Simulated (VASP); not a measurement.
Here is a VASP 6.6.1 calculation.

INCAR

```
ALGO = Normal ; EDIFF = 1E-6
ENCUT = 600 ; GGA = PE
GGA_COMPAT = False ; ISIF = 2
ISMEAR = 0 ; LASPH = True
LCHARG = False ; LREAL = False
LWAVE = False ; NBANDS = 41
NELM = 120 ; PREC = Accurate
SIGMA = 0.1
```

KPOINTS

```
k-points
0
Gamma
  4 4 4
```

POSCAR

```
AlIn2As2P
1.0
    4.2281843600      0.0000000000      0.0000000000
    0.0000000000      4.2281843600      0.0000000000
    0.0000000000      0.0000000000      7.4488087400
Al In P As
1 2 1 2
Direct
    0.0000000000      0.0000000000      0.8513649400
    0.5000000000      0.5000000000      0.2165075500
    0.0000000000      0.0000000000      0.1842954900
    0.0000000000      0.0000000000      0.4642988600
    0.5000000000      0.0000000000      0.3596121300
    0.0000000000      0.5000000000      0.3596121300
```

Potentials or basis: VASP PAW PBE potentials, release 64 (Al, In_d, P, As_d).

The run is started by

```bash
$ cat potpaw_PBE.64/Al/POTCAR potpaw_PBE.64/In_d/POTCAR potpaw_PBE.64/P/POTCAR potpaw_PBE.64/As_d/POTCAR > POTCAR
$ mpirun -np 1 vasp_std > vasp.out
```

**Question.** Estimate the pressure.

**Answer.** 50.7 GPa.

**Question.** What does it give for the band gap on the k mesh?

**Answer.** Zero (band 32 reaches 6.52 eV, above the bottom of band 33 at 5.95 eV).

**Question.** Predict the largest force.

**Answer.** 13.349 eV/Å.

Forces on the atoms (eV/Å):
```
Al    0.000   0.000  -1.808
In    0.000   0.000  -6.744
In    0.000   0.000 -13.349
P     0.000   0.000  11.890
As    0.000   0.000   5.006
As    0.000   0.000   5.006
```

Caveat: the k points lie up to 0.37 Å⁻¹ apart; spin-orbit coupling is left out, which moves the levels of the heavy elements; forces of over 1 eV/Å act on the atoms, so gaps and moduli don't describe the material at rest.
